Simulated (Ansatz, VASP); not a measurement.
# AlCu3 in VASP and in Ansatz

The input INCAR:

```
SYSTEM = AlCu3
ALGO     = Fast           ! electronic algorithm
EDIFF    = 1E-6           ! SCF threshold, eV
ENCUT    = 520            ! plane-wave cutoff, eV
GGA      = PS             ! functional
ISIF     = 2              ! what is computed and relaxed
ISMEAR   = 0              ! smearing method
LASPH    = .True.         ! aspherical terms in the spheres
LCHARG   = .False.        ! write CHGCAR
LREAL    = .False.        ! projectors in reciprocal space
LWAVE    = .False.        ! write WAVECAR
NBANDS   = 26             ! bands
NELM     = 100            ! most SCF steps
PREC     = Accurate       ! precision mode
SIGMA    = 0.15           ! smearing width, eV
```

File KPOINTS:

```
k-points
0
Gamma
  14 14 14
  0 0 0
```

Contents of POSCAR:

```
AlCu3
1.0
    3.6318704096      0.0000000000      0.0000000000
    0.0000000000      3.6318704096      0.0000000000
    0.0000000000      0.0000000000      3.6318704096
Al Cu
1 3
Direct
    0.0000000000      0.0000000000      0.0929273245
    0.5000000000      0.5000000000      0.0000000000
    0.5000000000      0.0000000000      0.5000000000
    0.0000000000      0.5000000000      0.5000000000
```

Input for Ansatz:

```yaml
crystal:
  lattice:
    - [3.6318704096, 0.0, 0.0]
    - [0.0, 3.6318704096, 0.0]
    - [0.0, 0.0, 3.6318704096]
  atoms:
    - { symbol: Al, position: [0.0, 0.0, 0.0929273245] }
    - { symbol: Cu, position: [0.5, 0.5, 0.0] }
    - { symbol: Cu, position: [0.5, 0.0, 0.5] }
    - { symbol: Cu, position: [0.0, 0.5, 0.5] }
basis:
  ecutwfc: 420
kpoints:
  mp_grid: { grid: [14, 14, 14] }
hamiltonian:
  xc: pbesol
scf:
  occupations: { method: gaussian, width: 0.15 }
output:
  forces: true
  stress: true
  eigenvalues: true
```

Alike in both runs: task single point; functional PBEsol; k mesh 14 × 14 × 14; occupations gaussian, width 0.15 eV; no spin polarisation.

|  | VASP | Ansatz |
| --- | --- | --- |
| version | VASP 6.6.1 | Ansatz 0.2.0 |
| potentials or method | VASP PAW PBE potentials, release 64 (Al, Cu), cutoff 520 eV | scalar-relativistic, plane waves, PAW |
| valence electrons in the cell | 36 | 60 |

```tsv
	VASP	Ansatz	Ansatz less VASP
gap on the k mesh at the Fermi level (eV)	none	none	-
pressure (GPa)	4.9	4.4	-0.59
traceless stress, the component that is largest in VASP (GPa)	-0.76	-0.73	+0.029
rms of the force components (eV/Å)	0.919	0.914	-0.0057
```

VASP's potentials were made for PBE, not for PBEsol. Atom by atom the forces differ by 0.006 eV/Å (rms over components). A gap of «none» marks a metal or a gap that the smearing closes. With one functional, cell and mesh, what is left measures potentials, basis and numerics. VASP's potentials hold 36 valence electrons a cell and Ansatz's 60, so a difference there can come from the potentials and not from the codes.
